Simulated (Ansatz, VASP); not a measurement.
**One calculation of Rh, two programs**

```
Rh
1.0
     0.00000    1.90155    1.88253
     1.90155    0.00000    1.88253
     1.90155    1.90155    0.00000
Rh
1
Direct
  0.00000 0.00000 0.00000
```

Change from the starting cell: zz strain of -1 %, crystal datasets.

Alike in both runs: task electric field gradients; functional PBEsol; k mesh 16 × 16 × 16; occupations fermi-dirac, width 0.08 eV; no spin polarisation.

```csv
,VASP,Ansatz
version,VASP 6.6.1,Ansatz 0.2.0
potentials or method,"VASP PAW PBE potentials, release 64 (Rh_pv), cutoff 400 eV","all-electron PAW with datasets made for the crystal, scalar-relativistic"
```

Ansatz gave:

| Item | Value |
| --- | --- |
| pressure (GPa) | -2.1 |
| traceless stress, the component that is largest in VASP (GPa) | 1.67 |
| size of Vzz on the site where it differs most (V/Å²) | 1.1 |

**Question.** Estimate VASP's values.

**Answer.** Pressure (GPa): -3.3; traceless stress, the component that is largest in VASP (GPa): 1.66; size of Vzz on the site where it differs most (V/Å²): 1.0.

VASP's potentials were made for PBE, not for PBEsol. Ansatz ran all-electron here, and VASP with PAW potentials.
